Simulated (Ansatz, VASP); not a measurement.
## TiO2 in VASP and in Ansatz

```
CELL_PARAMETERS angstrom
-1.90877 1.90877 4.79922
1.90877 -1.90877 4.79922
1.90877 1.90877 -4.79922
ATOMIC_POSITIONS crystal
Ti 0.00000 0.00000 0.00000
Ti 0.75000 0.25000 0.50000
O 0.20810 0.20810 0.00000
O 0.95810 0.45810 0.50000
O 0.54190 0.04190 0.50000
O 0.79190 0.79190 0.00000
```

Alike in both runs: task single point; functional PBEsol; k mesh 8 × 8 × 8; no spin polarisation.

|  | VASP | Ansatz |
| --- | --- | --- |
| version | VASP 6.6.1 | Ansatz 0.2.0 |
| potentials or method | VASP PAW PBE potentials, release 64 (Ti_sv, O), cutoff 520 eV | plane waves, PAW |
| occupations | gaussian, width 0.01 eV | fixed |
| valence electrons in the cell | 48 | 48 |

```csv
,VASP,Ansatz,Ansatz less VASP
pressure (GPa),-5.8,-6.4,-0.64
"traceless stress, the component that is largest in VASP (GPa)",0.43,0.37,-0.058
```

VASP's potentials were made for PBE, not for PBEsol.
